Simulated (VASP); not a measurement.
# W10N in VASP: single point with PBE+D3(BJ)

Aim: the single point of W10N with PBE+D3(BJ).

All numbers are computed with VASP 6.6.1; they aren't measurements. Logs are shortened: lines on timing, memory, paths and dates and some standing lists are left out, and cuts for length are marked.

### 1 The cell of the first run

The cell holds a slab with vacuum, 22 atoms: a = 6.319 Å, b = 6.319 Å, c = 24.385 Å, α = 90.00°, β = 90.00°, γ = 90.00°.

### 2 Single point, PBE+D3(BJ)

The input, INCAR:

```
SYSTEM = W10N
PREC = Accurate
ENCUT = 520
EDIFF = 1E-6
ISMEAR = 0
SIGMA = 0.1
LREAL = Auto
LASPH = .True.
NELM = 100
ALGO = Normal
ISIF = 2
LWAVE = .False.
LCHARG = .True.
LDIPOL = .True.
IDIPOL = 3
DIPOL = 0.5 0.5 0.479
GGA = PE
IVDW = 12
LELF = .True.
LVHAR = .True.
LVACPOTAV = .True.
NBANDS = 162
```

The input, KPOINTS:

```
Automatic mesh
0
Gamma
  3 3 1
  0 0 0
```

The input, POSCAR:

```
W10N
1.0
    6.3187499463      0.0000000000      0.0000000000
    0.0000000000      6.3187499463      0.0000000000
    0.0000000000      0.0000000000     24.3852499463
W N
20 2
Direct
    0.2500000000      0.7500000000      0.3280671725
    0.2500000000      0.2500000000      0.3280671725
    0.7500000000      0.7500000000      0.3280671725
    0.7500000000      0.2500000000      0.3280671725
    0.5000000000      0.5000000000      0.3928476234
    0.5000000000      0.0000000000      0.3928476234
    0.0000000000      0.5000000000      0.3928476234
    0.0000000000      0.0000000000      0.3928476234
    0.7525308551      0.2474756971      0.4576749266
    0.7479974938      0.7517893437      0.4577315146
    0.2482138865      0.2519876225      0.4577323677
    0.2507377421      0.7492787948      0.4576014661
    0.0030701328     -0.0031053669      0.5236940878
   -0.0043573001      0.5038777108      0.5233196332
    0.4961016624      0.0043103911      0.5233339593
    0.5047770450      0.4951754782      0.5227723695
    0.2801653208      0.7196859386      0.5836420871
    0.2236174916      0.2771856007      0.5841962531
    0.7228508992      0.7762708629      0.5841963509
    0.7746435311      0.2252302416      0.5883510164
    0.7872198704      0.2109211595      0.6723463451
    0.7901484663      0.2068889169      0.7186968136
```

Potentials or basis: VASP PAW PBE potentials, release 64 (W_sv, N).

Launch:

```bash
$ cat potpaw_PBE.64/W_sv/POTCAR potpaw_PBE.64/N/POTCAR > POTCAR
$ mpirun -np 1 vasp_std > vasp.out
```

OUTCAR:

```text
SYSTEM = W10N
   PREC = Accurate
   ENCUT = 520
   EDIFF = 1E-6
   ISMEAR = 0
   LREAL = Auto
   LASPH = .True.
   NELM = 100
   ISIF = 2
   GGA = PE
   IVDW = 12
 IVDW          = 12

 ion  position               nearest neighbor table
   1  0.250  0.750  0.328-   5 2.74   6 2.74   7 2.74   8 2.74  12 3.16   3 3.16   2 3.16   2 3.16
                             3 3.16
   2  0.250  0.250  0.328-   5 2.74   6 2.74   7 2.74   8 2.74   1 3.16   4 3.16   1 3.16   4 3.16
                            11 3.16
   3  0.750  0.750  0.328-   5 2.74   6 2.74   7 2.74   8 2.74   1 3.16   4 3.16   4 3.16   1 3.16
                            10 3.16
   4  0.750  0.250  0.328-   5 2.74   6 2.74   7 2.74   8 2.74   2 3.16   3 3.16   3 3.16   2 3.16
                             9 3.16
   5  0.500  0.500  0.393-  12 2.73   2 2.74   3 2.74   4 2.74   1 2.74  10 2.74  11 2.74   9 2.76
                             6 3.16   7 3.16   6 3.16   7 3.16  16 3.17
   6  0.500  0.000  0.393-  10 2.72  12 2.74   3 2.74   4 2.74   1 2.74   2 2.74   9 2.74  11 2.75
                             5 3.16   8 3.16   5 3.16   8 3.16  15 3.18
   7  0.000  0.500  0.393-  11 2.72  12 2.74   3 2.74   4 2.74   1 2.74   2 2.74   9 2.74  10 2.75
                             5 3.16   8 3.16   8 3.16   5 3.16  14 3.18
   8  0.000  0.000  0.393-   9 2.72   2 2.74   3 2.74   4 2.74   1 2.74  11 2.74  10 2.74  12 2.74
                             6 3.16   7 3.16   7 3.16   6 3.16  13 3.19
   9  0.753  0.247  0.458-   8 2.72  16 2.72   7 2.74   6 2.74  14 2.75  15 2.75   5 2.76  13 2.76
                            11 3.13  10 3.13   4 3.16  10 3.19  11 3.19  20 3.19
  10  0.748  0.752  0.458-   6 2.72  14 2.73   5 2.74   8 2.74  16 2.74   7 2.75  13 2.75  15 2.76
                            19 3.09   9 3.13  12 3.14   3 3.16  12 3.18   9 3.19
  11  0.248  0.252  0.458-   7 2.72  15 2.73   5 2.74   8 2.74  16 2.74   6 2.75  13 2.75  14 2.76
                            18 3.09   9 3.13  12 3.14   2 3.16  12 3.18   9 3.19
  12  0.251  0.749  0.458-   5 2.73   6 2.74   7 2.74  13 2.74   8 2.74  15 2.75  14 2.75  16 2.77
                            17 3.08  10 3.14  11 3.14   1 3.16  11 3.18  10 3.18
  13  0.003  0.997  0.524-  20 2.58  19 2.69  18 2.69  12 2.74  10 2.75  11 2.75   9 2.76  17 2.88
                            14 3.12  15 3.12   8 3.19  15 3.20  14 3.20
  14  0.996  0.504  0.523-  18 2.52  17 2.69  10 2.73   9 2.75  20 2.75  12 2.75  11 2.76  19 2.85
                            16 3.10  13 3.12   7 3.18  13 3.20  16 3.22
  15  0.496  0.004  0.523-  19 2.52  17 2.69  11 2.73   9 2.75  20 2.75  12 2.75  10 2.76  18 2.85
                            16 3.10  13 3.12   6 3.18  13 3.20  16 3.22
  16  0.505  0.495  0.523-  17 2.50  18 2.70  19 2.70   9 2.72  11 2.74  10 2.74  12 2.77  20 2.89
                            15 3.10  14 3.10   5 3.17  14 3.22  15 3.22
  17  0.280  0.720  0.584-  16 2.50  14 2.69  15 2.69  18 2.82  19 2.82  13 2.88  12 3.08
  18  0.224  0.277  0.584-  14 2.52  13 2.69  16 2.70  17 2.82  15 2.85  20 2.86  11 3.09
  19  0.723  0.776  0.584-  15 2.52  13 2.69  16 2.70  17 2.82  14 2.85  20 2.86  10 3.09
  20  0.775  0.225  0.588-  21 2.05  13 2.58  15 2.75  14 2.75  19 2.86  18 2.86  16 2.89   9 3.19

  21  0.787  0.211  0.672-  22 1.13  20 2.05
  22  0.790  0.207  0.719-  21 1.13

  LATTYP: Found a simple tetragonal cell.
 ALAT       =     6.3187499463
 C/A-ratio  =     3.8591889462

  Lattice vectors:

 A1 = (   6.3187499463,   0.0000000000,   0.0000000000)
 A2 = (   0.0000000000,   6.3187499463,   0.0000000000)
 A3 = (   0.0000000000,   0.0000000000,  24.3852499463)

Analysis of symmetry for initial positions (statically):
=====================================================================
 Subroutine PRICEL returns:
 Original cell was already a primitive cell.

 Routine SETGRP: Setting up the symmetry group for a
 simple tetragonal supercell.

 Subroutine GETGRP returns: Found  1 space group operations
 (whereof  1 operations were pure point group operations)
 out of a pool of 16 trial point group operations.

The static configuration has the point symmetry C_1 .

Analysis of symmetry for dynamics (positions and initial velocities):
=====================================================================
 Subroutine PRICEL returns:
 Original cell was already a primitive cell.

 Routine SETGRP: Setting up the symmetry group for a
 simple tetragonal supercell.

 Subroutine GETGRP returns: Found  1 space group operations
 (whereof  1 operations were pure point group operations)
 out of a pool of 16 trial point group operations.

The dynamic configuration has the point symmetry C_1 .

 Subroutine INISYM returns: Found  1 space group operations
 (whereof  1 operations are pure point group operations),
 and found     1 'primitive' translations

----------------------------------------------------------------------------------------

                                     Primitive cell

  volume of cell :     973.6201

  direct lattice vectors                    reciprocal lattice vectors
     6.318749946  0.000000000  0.000000000     0.158259151  0.000000000  0.000000000
     0.000000000  6.318749946  0.000000000     0.000000000  0.158259151  0.000000000
     0.000000000  0.000000000 24.385249946     0.000000000  0.000000000  0.041008397

  length of vectors
     6.318749946  6.318749946 24.385249946     0.158259151  0.158259151  0.041008397

  position of ions in fractional coordinates (direct lattice)
     0.250000000  0.750000000  0.328067172
     0.250000000  0.250000000  0.328067172
     0.750000000  0.750000000  0.328067172
     0.750000000  0.250000000  0.328067172
     0.500000000  0.500000000  0.392847623
     0.500000000  0.000000000  0.392847623
[... 14 lines left out ...]
     0.787219870  0.210921160  0.672346345
     0.790148466  0.206888917  0.718696814

  ion indices of the primitive-cell ions
   primitive index   ion index
                 1           1
                 2           2
                 3           3
                 4           4
                 5           5
                 6           6
[... 14 lines left out ...]
                21          21
                22          22

----------------------------------------------------------------------------------------

 KPOINTS: Automatic mesh

Automatic generation of k-mesh.
 Grid dimensions read from file:
 generate k-points for:    3    3    1

 Generating k-lattice:

  Cartesian coordinates                     Fractional coordinates (reciprocal lattice)
     0.052753050  0.000000000  0.000000000     0.333333333  0.000000000  0.000000000
     0.000000000  0.052753050  0.000000000     0.000000000  0.333333333  0.000000000
     0.000000000  0.000000000  0.041008397     0.000000000  0.000000000  1.000000000

  Length of vectors
     0.052753050  0.052753050  0.041008397

  Shift w.r.t. Gamma in fractional coordinates (k-lattice)
     0.000000000  0.000000000  0.000000000

 Subroutine IBZKPT returns following result:
 ===========================================

 Found      5 irreducible k-points:

 Following reciprocal coordinates:
            Coordinates               Weight
  0.000000  0.000000  0.000000      1.000000
  0.333333  0.000000  0.000000      2.000000
  0.000000  0.333333  0.000000      2.000000
  0.333333  0.333333  0.000000      2.000000
 -0.333333  0.333333  0.000000      2.000000
   k-points           NKPTS =      5   k-points in BZ     NKDIM =      5   number of bands    NBANDS=    162
   number of dos      NEDOS =    301   number of ions     NIONS =     22
   total plane-waves  NPLWV = 442368
   dimension x,y,z NGX =    48 NGY =   48 NGZ =  192
   dimension x,y,z NGXF=    96 NGYF=   96 NGZF=  384
   ions per type =              20   2
   NGX,Y,Z   is equivalent  to a cutoff of  12.63, 12.63, 13.09 a.u.
   NGXF,Y,Z  is equivalent  to a cutoff of  25.26, 25.26, 26.18 a.u.
 SYSTEM =  W10N
   PREC   = accura    normal or accurate (medium, high low for compatibility)
   ISTART =      0    job   : 0-new  1-cont  2-samecut
   ICHARG =      2    charge: 1-file 2-atom 10-const
   ISPIN  =      1    spin polarized calculation?
   LNONCOLLINEAR =      F non collinear calculations
   LSORBIT =      F    spin-orbit coupling
   LASPH  =      T    aspherical Exc in radial PAW
   ENCUT  =  520.0 eV  38.22 Ry    6.18 a.u.  11.75 11.75 45.34*2*pi/ulx,y,z
   NELM   =    100;   NELMIN=  2; NELMDL= -5     # of ELM steps
   EDIFF  = 0.1E-05   stopping-criterion for ELM
   LREAL  =      T    real-space projection
   EDIFFG = 0.1E-04   stopping-criterion for IOM
   NSW    =      0    number of steps for IOM
   IBRION =     -1    ionic relax: 0-MD 1-quasi-New 2-CG
   NFREE  =      0    steps in history (QN), initial steepest desc. (CG)
   ISIF   =      2    stress and relaxation
   ISYM   =      2    0-nonsym 1-usesym 2-fastsym
   POTIM  = 0.5000    time-step for ionic-motion
   TEBEG  =    0.0;   TEEND  =   0.0 temperature during run
   PSTRESS=    0.0 pullay stress
   NELECT =     290.0000    total number of electrons
   NUPDOWN=      -1.0000    fix difference up-down
   EMIN   =  10.00;   EMAX   =-10.00  energy-range for DOS
   EFERMI =   0.00;   METHOD = LEGACY
   ISMEAR =     0;   SIGMA  =   0.10  broadening in eV -4-tet -1-fermi 0-gaus
   EFERMI_NEDOS =   21; number of points for ismear=-14 and -15
   IALGO  =     38    algorithm
   IMIX   =      4    mixing-type and parameters
     AMIX     =   0.40;   BMIX     =  1.00
     AMIX_MAG =   1.60;   BMIX_MAG =  1.00
  volume/ion in A,a.u.               =      44.26       298.65
  Fermi-wavevector in a.u.,A,eV,Ry     =   1.093313  2.066061 16.263482  1.195332
  Thomas-Fermi vector in A             =   2.229595
   LORBIT       =      0    0 simple, 1 ext, 2 COOP (PROOUT), +10 PAW based schemes
   GGA     = PE    functional components
   LHFCALC =     F    Hartree Fock is set to
   AEXX    =    0.0000 exact exchange contribution
   IVDW    =    12    specifies the selected vdW correction
   LEPSILON=     F    determine dielectric tensor
   LRPA    =     F    only Hartree local field effects (RPA)
 non-spin polarized calculation
 Gauss-broadening in eV      SIGMA  =   0.10
  energy-cutoff  :      520.00
  volume of cell :      973.62
 maximum number of plane-waves:     26239
   NGX = 23   NGY = 23   NGZ = 91

 dipolmoment           0.000000      0.000000     -0.219025 electrons x Angstroem

 number of electron     289.9999995 magnetization

 dipolmoment           0.000000      0.000000      0.097869 electrons x Angstroem

 Free energy of the ion-electron system (eV)
  ---------------------------------------------------
  ext. energy  EPLUGINS =         0.00000000
  ---------------------------------------------------
  free energy    TOTEN  =      -256.14283073 eV

  energy without entropy =     -256.03515434  energy(sigma->0) =     -256.08899254

 E-fermi :   1.0565     XC(G=0):  -5.6627

 val. band max:        1.0351882011   @ k =   0.3333   0.3333   0.0000
 cond. band min:       1.0879423096   @ k =   0.0000   0.0000   0.0000
 fundamental gap:      0.0527541085
 Fermi energy:         1.0564574419

 k-point     1 :       0.0000    0.0000    0.0000
  band No.  band energies     occupation
      1     -73.0792      2.00000
      2     -73.0415      2.00000
      3     -73.0219      2.00000
      4     -73.0024      2.00000
      5     -72.9997      2.00000
      6     -72.9813      2.00000
[... 149 lines left out ...]
    156       2.3979      0.00000
    157       2.4744      0.00000
[... 638 lines left out ...]
    156       2.1737      0.00000
    157       2.2510      0.00000
 [bands above 157 left out]

------------------------ aborting loop because EDIFF is reached ----------------------------------------

 Edisp (eV)   -9.64974

 E8    (eV) :    -5.0964

  FORCE on cell =-STRESS in cart. coord.  units (eV):
  Direction    XX          YY          ZZ          XY          YZ          ZX
  --------------------------------------------------------------------------------------
  -------------------------------------------------------------------------------------
  Total     -24.77527   -24.76061    -6.51012    -0.88595    -0.08335     0.09362
  in kB     -40.76988   -40.74576   -10.71297    -1.45791    -0.13716     0.15406
  external pressure =      -30.74 kB  Pullay stress =        0.00 kB

 VOLUME and BASIS-vectors are now :
 -----------------------------------------------------------------------------
  energy-cutoff  :      520.00
  volume of cell :      973.62
      direct lattice vectors                 reciprocal lattice vectors
     6.318749946  0.000000000  0.000000000     0.158259151  0.000000000  0.000000000
     0.000000000  6.318749946  0.000000000     0.000000000  0.158259151  0.000000000
     0.000000000  0.000000000 24.385249946     0.000000000  0.000000000  0.041008397

 POSITION                                       TOTAL-FORCE (eV/Angst)
 -----------------------------------------------------------------------------------
      1.57969      4.73906      8.00000        -0.018765      0.019075      1.334286
      1.57969      1.57969      8.00000         0.025859     -0.023377      1.294610
      4.73906      4.73906      8.00000         0.022895     -0.026328      1.294400
      4.73906      1.57969      8.00000        -0.056112      0.055692      1.349413
      3.15937      3.15937      9.57969        -0.018388      0.018127     -1.395748
      3.15937      0.00000      9.57969         0.042543      0.008588     -1.364230
[... 14 lines left out ...]
      4.97425      1.33276     16.39533        -0.015742      0.023552     -1.087574
      4.99275      1.30728     17.52560         0.021105     -0.026313      1.115513
 -----------------------------------------------------------------------------------
    total drift:                                0.001093     -0.000314      0.008364

  FREE ENERGIE OF THE ION-ELECTRON SYSTEM (eV)
  ---------------------------------------------------
  free  energy   TOTEN  =      -265.7925734009 eV

  energy  without entropy=     -265.6848970032  energy(sigma->0) =     -265.73873520

 vacuum level on the upper side and lower side of the slab         5.649         5.205
```

It took 60 min on 1 thread of Intel Xeon Platinum 8488C (Sapphire Rapids), shared host; peak memory 1.1 GiB.

What came out:

* Free energy: -265.7926 eV
* Largest force: 1.396 eV/Å
* Band gap on the k mesh: zero (band 145 reaches 1.12 eV, above the bottom of band 146 at 0.95 eV)
* Dispersion energy per atom: -0.439 eV

Forces in eV/Å, atoms in the order of the input:
```
W   -0.019  0.019  1.334
W    0.026 -0.023  1.295
W    0.023 -0.026  1.294
W   -0.056  0.056  1.349
W   -0.018  0.018 -1.396
W    0.043  0.009 -1.364
W   -0.008 -0.042 -1.365
W    0.008 -0.007 -1.321
W    0.004 -0.006  0.001
W   -0.004  0.003 -0.001
W   -0.004  0.002 -0.001
W    0.003 -0.004 -0.003
W    0.011 -0.011 -0.003
W   -0.018  0.013 -0.007
W   -0.013  0.019 -0.007
W    0.021 -0.020 -0.012
W   -0.027  0.027  0.056
W    0.019 -0.022  0.057
W    0.021 -0.018  0.056
W   -0.016  0.016  0.010
N   -0.016  0.024 -1.088
N    0.021 -0.026  1.116
```

Levels at points of the mesh, in eV from the Fermi level:
```csv
k point,band 141,band 142,band 143,band 144,band 145,band 146,band 147,band 148
"(0.00, 0.00, 0.00)",-0.25,-0.24,-0.20,-0.06,0.03,0.07,0.12,0.14
```

Caveat: the standard files for N, O and F lose accuracy on very short bonds; spin-orbit coupling is left out, which moves the levels of the heavy elements.
